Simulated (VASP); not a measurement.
The system is Si.

```
Si
1.0
     0.00000    2.66007    2.66007
     2.66007    0.00000    2.66007
     2.66007    2.66007    0.00000
Si
2
Direct
  0.00000 0.00000 0.00000
  0.25000 0.25000 0.25000
```

Program: VASP 6.6.1. Alike in all runs: task single point; level PBE; potentials or basis VASP PAW PBE potentials, release 64 (Si); no spin polarisation; cell as given; cutoff (eV) 500; smearing gaussian 0.01 eV.

Task: Order these runs on this cell by their pressure, lowest first.
A. k mesh 4 × 4 × 4
B. k mesh 3 × 3 × 3
C. k mesh 2 × 2 × 2

Result: A (9.6 GPa), B (11.3 GPa), C (18.2 GPa).

Caveats: all runs use coarse meshes.
